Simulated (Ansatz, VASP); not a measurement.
## MgB in VASP and in Ansatz

```
Mg B
1.0
     3.41580    0.00000    0.00000
    -1.70790    2.95817    0.00000
     0.00000    0.00000    5.47028
Mg B
2 2
Cartesian
  0.0000 1.9721 0.0000
  1.7079 0.9861 2.7351
  0.0000 1.9721 2.0902
  1.7079 0.9861 4.8253
```

Alike in both runs: task single point; functional PBE; k mesh 6 × 6 × 4; occupations gaussian, width 0.1 eV; no spin polarisation.

|  | VASP | Ansatz |
| --- | --- | --- |
| version | VASP 6.6.1 | Ansatz 0.2.0 |
| potentials or method | VASP PAW PBE potentials, release 64 (Mg, B), cutoff 520 eV | scalar-relativistic, plane waves, PAW |
| valence electrons in the cell | 10 | 26 |

```tsv
	VASP	Ansatz	Ansatz less VASP
gap on the k mesh at the Fermi level (eV)	none	none	-
rms of the force components (eV/Å)	0.058	0.058	0.0000
```

Atom by atom the forces differ by 0.000 eV/Å (rms over components). A gap of «none» marks a metal or a gap that the smearing closes. VASP's potentials hold 10 valence electrons a cell and Ansatz's 26, so a difference there can come from the potentials and not from the codes.
